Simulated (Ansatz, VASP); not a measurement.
**One calculation of HPt6, two programs**

```
Pt H
1.0
     5.61433    0.00000    0.00000
    -2.80716    4.86215    0.00000
     0.00000    0.00000   22.61927
Pt H
12 2
Cartesian
  1.4036 0.8104 4.0000
  0.0000 3.2414 4.0000
  4.2107 0.8104 4.0000
  2.8072 3.2414 4.0000
  0.0000 1.6207 6.3097
  -1.4036 4.0518 6.3097
  2.8072 1.6207 6.3097
  1.4036 4.0518 6.3097
  0.0000 0.0000 8.6193
  -1.4036 2.4311 8.6193
  2.8072 0.0000 8.6193
  1.4036 2.4311 8.6193
  0.0000 1.5066 9.0693
  0.0000 3.3556 9.0693
```

Alike in both runs: task single point; functional PBE; k mesh 6 × 6 × 1; occupations gaussian, width 0.1 eV; no spin polarisation.

```csv
,VASP,Ansatz
version,VASP 6.6.1,Ansatz 0.2.0
potentials or method,"VASP PAW PBE potentials, release 64 (Pt, H), cutoff 520 eV","scalar-relativistic, plane waves, PAW"
valence electrons in the cell,122,218
```

Ansatz gave:

```
gap on the k mesh at the Fermi level (eV) : none
rms of the force components (eV/Å)        : 0.923
```

Problem. Estimate VASP's values.

Solution. gap on the k mesh at the Fermi level (eV): none; rms of the force components (eV/Å): 0.944.

Atom by atom the forces differ by 0.024 eV/Å (rms over components). A gap of «none» marks a metal or a gap that the smearing closes. The functional is the same, so the differences come from potentials, cutoffs and numerics. VASP's potentials hold 122 valence electrons a cell and Ansatz's 218, so a difference there can come from the potentials and not from the codes.

Neither program's run includes spin-orbit coupling.
